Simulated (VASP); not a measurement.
The system is Ti.

```
Ti
1.0
     0.00000    1.87246    1.87246
     1.87246    0.00000    1.87246
     1.87246    1.87246    0.00000
Ti
1
Direct
  0.00000 0.00000 0.00000
```

This isn't the form of Ti at room conditions, which is hcp.

Base run:

* Program: VASP 6.6.1
* Functional: LDA
* Potentials or basis: VASP PAW LDA potentials, release 64 (Ti_sv)
* Cutoff: 520 eV
* k mesh: 22 × 22 × 22
* Occupations: gaussian, width 0.15 eV
* Spin: collinear spin
* Starting moments: [0.125] μB
* Fixed moment: 0.125 μB

Its results: pressure 33.2 GPa; site moments Ti +0.10 μB.

Question: The run is repeated on the same cell with these changes: fixed moment from 0.125 μB to 0.875 μB; moments at the start from [0.12] to [0.88]. What comes out?

Answer: Pressure 38.4 GPa; site moments Ti +0.68 μB.

Caveats: the cell stands under pressure; the total moment is fixed, so each spin has its own Fermi level.
